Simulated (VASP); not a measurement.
# La (Fd-3m) in VASP: further runs

Runs on La. Level: PBEsol. Tasks: single point.

Everything below comes from runs of VASP 6.6.1. Logs are shortened: lines on timing, memory, paths and dates and some standing lists are left out, and cuts for length are marked.

**1. The cell of the first run**

Symmetry: Fd-3m, No. 227, cubic system. Conventional cell: a = 6.568 Å, b = 6.568 Å, c = 6.568 Å, α = 90.00°, β = 90.00°, γ = 90.00°. La (site symmetry -43m) has 4 La at 2.84 Å within 3.7 Å.

**2. Single point, PBEsol**

INCAR reads:

```
  ALGO = Normal
  EDIFF = 1E-6
  ENCUT = 520
  GGA = PS
  ISIF = 2
  ISMEAR = -1
  LASPH = T
  LCHARG = F
  LREAL = F
  LWAVE = F
  NBANDS = 18
  NELM = 80
  PREC = Accurate
  SIGMA = 0.1
```

KPOINTS reads:

```
k-points
0
Gamma
  9 9 9
```

POSCAR reads:

```
La
1.0
    0.0000000000      3.2839129814      3.2839129814
    3.2839129814      0.0000000000      3.2839129814
    3.2839129814      3.2839129814      0.0000000000
La
2
Direct
    0.1250000000      0.1250000000      0.1250000000
    0.8750000000      0.8750000000      0.8750000000
```

Potentials or basis: VASP PAW PBE potentials, release 64 (La).

Command:

```bash
> cat potpaw_PBE.64/La/POTCAR > POTCAR
> mpirun -np 1 vasp_std > vasp.out
```

OUTCAR:

```text
EDIFF = 1E-6
   ENCUT = 520
   GGA = PS
   ISIF = 2
   ISMEAR = -1
   LASPH = T
   LREAL = F
   NELM = 80
   PREC = Accurate

 ion  position               nearest neighbor table
   1  0.125  0.125  0.125-   2 2.84   2 2.84   2 2.84   2 2.84
   2  0.875  0.875  0.875-   1 2.84   1 2.84   1 2.84   1 2.84

  LATTYP: Found a face centered cubic cell.
 ALAT       =     6.5678259628

  Lattice vectors:

 A1 = (   0.0000000000,   3.2839129814,   3.2839129814)
 A2 = (   3.2839129814,   0.0000000000,   3.2839129814)
 A3 = (   3.2839129814,   3.2839129814,   0.0000000000)

Analysis of symmetry for initial positions (statically):
=====================================================================
 Subroutine PRICEL returns:
 Original cell was already a primitive cell.

 Routine SETGRP: Setting up the symmetry group for a
 face centered cubic supercell.

 Subroutine GETGRP returns: Found 48 space group operations
 (whereof 12 operations were pure point group operations)
 out of a pool of 48 trial point group operations.

The static configuration has the point symmetry D_3d.
 The point group associated with its full space group is O_h .

Analysis of symmetry for dynamics (positions and initial velocities):
=====================================================================
 Subroutine PRICEL returns:
 Original cell was already a primitive cell.

 Routine SETGRP: Setting up the symmetry group for a
 face centered cubic supercell.

 Subroutine GETGRP returns: Found 48 space group operations
 (whereof 12 operations were pure point group operations)
 out of a pool of 48 trial point group operations.

The dynamic configuration has the point symmetry D_3d.
 The point group associated with its full space group is O_h .

 Subroutine INISYM returns: Found 48 space group operations
 (whereof 12 operations are pure point group operations),
 and found     1 'primitive' translations

----------------------------------------------------------------------------------------

                                     Primitive cell

  volume of cell :      70.8280

  direct lattice vectors                    reciprocal lattice vectors
     0.000000000  3.283912981  3.283912981    -0.152257384  0.152257384  0.152257384
     3.283912981  0.000000000  3.283912981     0.152257384 -0.152257384  0.152257384
     3.283912981  3.283912981  0.000000000     0.152257384  0.152257384 -0.152257384

  length of vectors
     4.644154276  4.644154276  4.644154276     0.263717525  0.263717525  0.263717525

  position of ions in fractional coordinates (direct lattice)
     0.125000000  0.125000000  0.125000000
     0.875000000  0.875000000  0.875000000

  ion indices of the primitive-cell ions
   primitive index   ion index
                 1           1
                 2           2

----------------------------------------------------------------------------------------

 KPOINTS: k-points

Automatic generation of k-mesh.
 Grid dimensions read from file:
 generate k-points for:    9    9    9

 Generating k-lattice:

  Cartesian coordinates                     Fractional coordinates (reciprocal lattice)
    -0.016917487  0.016917487  0.016917487     0.111111111  0.000000000  0.000000000
     0.016917487 -0.016917487  0.016917487     0.000000000  0.111111111  0.000000000
     0.016917487  0.016917487 -0.016917487     0.000000000  0.000000000  0.111111111

  Length of vectors
     0.029301947  0.029301947  0.029301947

  Shift w.r.t. Gamma in fractional coordinates (k-lattice)
     0.000000000  0.000000000  0.000000000

 Subroutine IBZKPT returns following result:
 ===========================================

 Found     35 irreducible k-points:

 Following reciprocal coordinates:
            Coordinates               Weight
  0.000000  0.000000  0.000000      1.000000
  0.111111  0.000000  0.000000      8.000000
  0.222222  0.000000  0.000000      8.000000
  0.333333  0.000000  0.000000      8.000000
  0.444444  0.000000  0.000000      8.000000
  0.111111  0.111111  0.000000      6.000000
[... 16 lines left out ...]
 -0.333333  0.333333  0.000000     12.000000
  0.444444  0.444444  0.000000      6.000000
 [... further k-points ...]
   k-points           NKPTS =     35   k-points in BZ     NKDIM =     35   number of bands    NBANDS=     18
   number of dos      NEDOS =    301   number of ions     NIONS =      2
   total plane-waves  NPLWV =  46656
   dimension x,y,z NGX =    36 NGY =   36 NGZ =   36
   dimension x,y,z NGXF=    72 NGYF=   72 NGZF=   72
   ions per type =               2
   NGX,Y,Z   is equivalent  to a cutoff of  12.89, 12.89, 12.89 a.u.
   NGXF,Y,Z  is equivalent  to a cutoff of  25.77, 25.77, 25.77 a.u.
 SYSTEM =  unknown system
   PREC   = accura    normal or accurate (medium, high low for compatibility)
   ISTART =      0    job   : 0-new  1-cont  2-samecut
   ICHARG =      2    charge: 1-file 2-atom 10-const
   ISPIN  =      1    spin polarized calculation?
   LNONCOLLINEAR =      F non collinear calculations
   LSORBIT =      F    spin-orbit coupling
   LASPH  =      T    aspherical Exc in radial PAW
   ENCUT  =  520.0 eV  38.22 Ry    6.18 a.u.   8.64  8.64  8.64*2*pi/ulx,y,z
   NELM   =     80;   NELMIN=  2; NELMDL= -5     # of ELM steps
   EDIFF  = 0.1E-05   stopping-criterion for ELM
   LREAL  =      F    real-space projection
   EDIFFG = 0.1E-04   stopping-criterion for IOM
   NSW    =      0    number of steps for IOM
   IBRION =     -1    ionic relax: 0-MD 1-quasi-New 2-CG
   NFREE  =      0    steps in history (QN), initial steepest desc. (CG)
   ISIF   =      2    stress and relaxation
   ISYM   =      2    0-nonsym 1-usesym 2-fastsym
   POTIM  = 0.5000    time-step for ionic-motion
   TEBEG  =    0.0;   TEEND  =   0.0 temperature during run
   PSTRESS=    0.0 pullay stress
   NELECT =      22.0000    total number of electrons
   NUPDOWN=      -1.0000    fix difference up-down
   EMIN   =  10.00;   EMAX   =-10.00  energy-range for DOS
   EFERMI =   0.00;   METHOD = LEGACY
   ISMEAR =    -1;   SIGMA  =   0.10  broadening in eV -4-tet -1-fermi 0-gaus
   EFERMI_NEDOS =   21; number of points for ismear=-14 and -15
   IALGO  =     38    algorithm
   IMIX   =      4    mixing-type and parameters
     AMIX     =   0.40;   BMIX     =  1.00
     AMIX_MAG =   1.60;   BMIX_MAG =  1.00
  volume/ion in A,a.u.               =      35.41       238.99
  Fermi-wavevector in a.u.,A,eV,Ry     =   1.108700  2.095139 16.724498  1.229216
  Thomas-Fermi vector in A             =   2.245231
   LORBIT       =      0    0 simple, 1 ext, 2 COOP (PROOUT), +10 PAW based schemes
   GGA     = PS    functional components
   LHFCALC =     F    Hartree Fock is set to
   AEXX    =    0.0000 exact exchange contribution
   IVDW    =     0    specifies the selected vdW correction
   LEPSILON=     F    determine dielectric tensor
   LRPA    =     F    only Hartree local field effects (RPA)
 non-spin polarized calculation
  energy-cutoff  :      520.00
  volume of cell :       70.83
 maximum number of plane-waves:      1932
   NGX = 17   NGY = 17   NGZ = 17

 number of electron      22.0000001 magnetization

 Free energy of the ion-electron system (eV)
  ---------------------------------------------------
  ext. energy  EPLUGINS =         0.00000000
  ---------------------------------------------------
  free energy    TOTEN  =        -8.81980895 eV

  energy without entropy =       -8.75834121  energy(sigma->0) =       -8.78907508

 E-fermi :   7.7508     XC(G=0):  -9.6107

 val. band max:        7.6873668422   @ k =  -0.4444   0.4444   0.1111
 cond. band min:       7.7958076393   @ k =   0.3333   0.3333   0.0000
 fundamental gap:      0.1084407971
 Fermi energy:         7.7507624400

 k-point     1 :       0.0000    0.0000    0.0000
  band No.  band energies     occupation
      1     -25.8274      2.00000
      2     -23.8676      2.00000
      3     -10.0220      2.00000
      4     -10.0220      2.00000
      5     -10.0220      2.00000
      6      -7.6965      2.00000
[... 10 lines left out ...]
     17       9.5368      0.00000
     18       9.5368      0.00000

 k-point     2 :       0.1111    0.0000    0.0000
  band No.  band energies     occupation
      1     -25.7896      2.00000
      2     -23.9199      2.00000
      3     -10.0641      2.00000
      4     -10.0641      2.00000
      5     -10.0220      2.00000
      6      -7.6620      2.00000
[... 10 lines left out ...]
     17       9.4610      0.00000
     18       9.5424      0.00000

 k-point     3 :       0.2222    0.0000    0.0000
  band No.  band energies     occupation
      1     -25.6835      2.00000
      2     -24.0624      2.00000
      3     -10.1626      2.00000
      4     -10.1626      2.00000
      5     -10.0294      2.00000
      6      -7.5611      2.00000
[... 10 lines left out ...]
     17       9.5199      0.00000
     18       9.5707      0.00000

 k-point     4 :       0.3333    0.0000    0.0000
  band No.  band energies     occupation
      1     -25.5360      2.00000
      2     -24.2507      2.00000
      3     -10.2635      2.00000
      4     -10.2635      2.00000
      5     -10.0492      2.00000
      6      -7.4233      2.00000
[... 10 lines left out ...]
     17       9.6312      0.00000
     18       9.8287      0.00000

 k-point     5 :       0.4444    0.0000    0.0000
  band No.  band energies     occupation
      1     -25.4119      2.00000
      2     -24.4012      2.00000
      3     -10.3242      2.00000
      4     -10.3242      2.00000
      5     -10.0675      2.00000
      6      -7.3208      2.00000
[... 10 lines left out ...]
     17       9.9776      0.00000
     18      10.0273      0.00000

 k-point     6 :       0.1111    0.1111    0.0000
  band No.  band energies     occupation
      1     -25.7765      2.00000
      2     -23.9378      2.00000
      3     -10.1169      2.00000
      4     -10.1169      2.00000
      5      -9.9343      2.00000
      6      -7.7681      2.00000
[... 10 lines left out ...]
     17       9.4352      0.00000
     18       9.4957      0.00000

 k-point     7 :       0.2222    0.1111    0.0000
  band No.  band energies     occupation
      1     -25.6915      2.00000
      2     -24.0518      2.00000
      3     -10.2229      2.00000
      4     -10.2193      2.00000
      5      -9.8662      2.00000
      6      -7.7894      2.00000
[... 10 lines left out ...]
     17       9.4893      0.00000
     18       9.5022      0.00000

 k-point     8 :       0.3333    0.1111    0.0000
  band No.  band energies     occupation
      1     -25.5531      2.00000
      2     -24.2295      2.00000
      3     -10.3535      2.00000
      4     -10.3171      2.00000
      5      -9.8275      2.00000
      6      -7.7342      2.00000
[... 10 lines left out ...]
     17       9.5142      0.00000
     18       9.6096      0.00000
[... 229 lines left out ...]
     17       9.3733      0.00000
     18       9.7252      0.00000

 k-point    20 :       0.3333    0.3333    0.0000
  band No.  band energies     occupation
      1     -25.3933      2.00000
      2     -24.4231      2.00000
      3     -10.5190      2.00000
      4     -10.5190      2.00000
      5      -9.3493      2.00000
      6      -8.2497      2.00000
[... 10 lines left out ...]
     17       9.5254      0.00000
     18       9.6882      0.00000

 k-point    21 :       0.4444    0.3333    0.0000
  band No.  band energies     occupation
      1     -25.2415      2.00000
      2     -24.5968      2.00000
      3     -10.6152      2.00000
      4     -10.5723      2.00000
      5      -9.1734      2.00000
      6      -8.3696      2.00000
[... 10 lines left out ...]
     17       9.6228      0.00000
     18       9.7400      0.00000

 k-point    22 :      -0.4444    0.3333    0.0000
  band No.  band energies     occupation
      1     -25.1101      2.00000
      2     -24.7397      2.00000
      3     -10.7103      2.00000
      4     -10.5616      2.00000
      5      -9.0941      2.00000
      6      -8.3672      2.00000
[... 10 lines left out ...]
     17       9.6965      0.00000
     18       9.8614      0.00000

 k-point    23 :      -0.3333    0.3333    0.0000
  band No.  band energies     occupation
      1     -25.1643      2.00000
      2     -24.6815      2.00000
      3     -10.7395      2.00000
      4     -10.4905      2.00000
      5      -9.2453      2.00000
      6      -8.1657      2.00000
[... 10 lines left out ...]
     17       9.5633      0.00000
     18       9.7623      0.00000

 k-point    24 :       0.4444    0.4444    0.0000
  band No.  band energies     occupation
      1     -25.0934      2.00000
      2     -24.7574      2.00000
      3     -10.6318      2.00000
      4     -10.6318      2.00000
      5      -8.9663      2.00000
      6      -8.5906      2.00000
[... 10 lines left out ...]
     17       9.7891      0.00000
     18       9.8773      0.00000

 [... further k-points ...]
[... 5 lines left out ...]
  --------------------------------------------------------------------------------------
  -------------------------------------------------------------------------------------
  Total        0.0031526      0.0031526      0.0031526      0.0000000      0.0000000     -0.0000000
  in kB        0.0713149      0.0713149      0.0713149      0.0000000      0.0000000     -0.0000000
  external PRESSURE =       0.0713149 kB  Pullay stress =       0.0000000 kB

 VOLUME and BASIS-vectors are now :
 -----------------------------------------------------------------------------
  energy-cutoff  :      520.00
  volume of cell :       70.83
      direct lattice vectors                 reciprocal lattice vectors
     0.000000000  3.283912981  3.283912981    -0.152257384  0.152257384  0.152257384
     3.283912981  0.000000000  3.283912981     0.152257384 -0.152257384  0.152257384
     3.283912981  3.283912981  0.000000000     0.152257384  0.152257384 -0.152257384

 POSITION                                       TOTAL-FORCE (eV/Angst)
 -----------------------------------------------------------------------------------
      0.82098      0.82098      0.82098         0.000000     -0.000000     -0.000000
      5.74685      5.74685      5.74685        -0.000000      0.000000      0.000000
 -----------------------------------------------------------------------------------
    total drift:                               -0.000000      0.000000      0.000000

  FREE ENERGIE OF THE ION-ELECTRON SYSTEM (eV)
  ---------------------------------------------------
  free  energy   TOTEN  =        -8.8198089501 eV

  energy  without entropy=       -8.7583412137  energy(sigma->0) =       -8.78907508
```

It took 25 s on 1 thread of Intel Xeon Platinum 8481C at 2.70GHz (Sapphire Rapids), shared host; peak memory 0.23 GiB.

What came out:

| Property | Result |
| --- | --- |
| Free energy | -8.8198 eV |
| Pressure | 0.0 GPa |
| Band gap on the k mesh | zero (band 11 reaches 7.80 eV, above the bottom of band 12 at 7.63 eV) |

Levels at points of the mesh, in eV from the Fermi level:
```
           k point  band 8  band 9  band 10  band 11  band 12  band 13  band 14  band 15
(0.00, 0.00, 0.00)  -15.45   -2.36    -0.78    -0.78     0.95     0.95     0.95     1.75
```

Caveat: the PAW data sets were made with another functional, which shifts forces and pressure a little; spin-orbit coupling is left out, which moves the levels of the heavy elements.

**3. Single point, PBEsol (volume scaled by 1.04)**

INCAR reads:

```
ALGO = Normal
EDIFF = 1E-6
ENCUT = 520
GGA = PS
ISIF = 2
ISMEAR = -1
LASPH = True
LCHARG = False
LREAL = False
LWAVE = False
NBANDS = 18
NELM = 100
PREC = Accurate
SIGMA = 0.1
```

KPOINTS is that of step 2.

POSCAR reads:

```
La
1.0
    0.0000000000      3.3271273184      3.3271273184
    3.3271273184      0.0000000000      3.3271273184
    3.3271273184      3.3271273184      0.0000000000
La
2
Direct
    0.1250000000      0.1250000000      0.1250000000
    0.8750000000      0.8750000000      0.8750000000
```

Potentials or basis: VASP PAW PBE potentials, release 64 (La).

Command:

```bash
> cat potpaw_PBE.64/La/POTCAR > POTCAR
> mpirun -np 1 vasp_std > vasp.out
```

It took 27 s on 1 thread of Intel Xeon Platinum 8481C at 2.70GHz (Sapphire Rapids), shared host; peak memory 0.22 GiB.

Results (log left out):

* Free energy: -8.8031 eV
* Pressure: -1.8 GPa
* Band gap on the k mesh: zero (band 11 reaches 7.46 eV, above the bottom of band 12 at 7.23 eV)

Levels at points of the mesh, in eV from the Fermi level:
```
           k point  band 8  band 9  band 10  band 11  band 12  band 13  band 14  band 15
(0.00, 0.00, 0.00)  -15.56   -2.37    -0.74    -0.74     0.92     0.92     0.92     1.66
```

Caveat: the PAW data sets were made with another functional, which shifts forces and pressure a little; spin-orbit coupling is left out, which moves the levels of the heavy elements.
